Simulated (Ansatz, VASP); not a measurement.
# One calculation of BiS, two programs

File INCAR:

```
SYSTEM = BiS
PREC     = Accurate       ! precision mode
ENCUT    = 520            ! plane-wave cutoff, eV
EDIFF    = 1E-6           ! SCF threshold, eV
ISMEAR   = 0              ! smearing method
SIGMA    = 0.1            ! smearing width, eV
LREAL    = .False.        ! projectors in reciprocal space
LASPH    = .True.         ! aspherical terms in the spheres
NELM     = 60             ! most SCF steps
ALGO     = Normal         ! electronic algorithm
ISIF     = 2              ! what is computed and relaxed
LWAVE    = .False.        ! write WAVECAR
LCHARG   = .True.         ! write CHGCAR
GGA      = PE             ! functional
LELF     = .True.         ! ELF
LVHAR    = .True.       
NBANDS   = 18             ! bands
```

File KPOINTS:

```
Automatic mesh
0
Gamma
  6 6 4
  0 0 0
```

POSCAR

```
BiS
1.0
    4.9848197800      0.0000000000      0.0000000000
   -2.4924098900      4.3169805600      0.0000000000
    0.0000000000      0.0000000000      5.0922589700
Bi S
1 1
Direct
    0.0000000000      0.0000000000      0.0000000000
    0.0000000000      0.0000000000      0.5000000000
```

Input for Ansatz:

```yaml
crystal:
  lattice:
    - [4.98481978, 0.0, 0.0]
    - [-2.49240989, 4.31698056, 0.0]
    - [0.0, 0.0, 5.09225897]
  atoms:
    - { symbol: Bi, position: [0.0, 0.0, 0.0] }
    - { symbol: S, position: [0.0, 0.0, 0.5] }
basis:
  ecutwfc: 420
kpoints:
  mp_grid: { grid: [6, 6, 4] }
hamiltonian:
  xc: pbe
scf:
  occupations: { method: gaussian, width: 0.1 }
  lower_state_search: "off"
output:
  forces: true
  stress: true
  eigenvalues: true
```

Alike in both runs: task single point; functional PBE; k mesh 6 × 6 × 4; occupations gaussian, width 0.1 eV; no spin polarisation.

```csv
,VASP,Ansatz
version,VASP 6.6.1,Ansatz 0.2.0
potentials or method,"VASP PAW PBE potentials, release 64 (Bi_d, S), cutoff 520 eV","scalar-relativistic, plane waves, PAW"
valence electrons in the cell,21,21
```

```csv
,VASP,Ansatz,Ansatz less VASP
gap on the k mesh at the Fermi level (eV),none,none,-
pressure (GPa),-0.2,-0.1,+0.07
"traceless stress, the component that is largest in VASP (GPa)",1.49,1.54,+0.052
```

A gap of «none» marks a metal or a gap that the smearing closes. The functional is the same, so the differences come from potentials, cutoffs and numerics.

Spin-orbit coupling is off throughout.
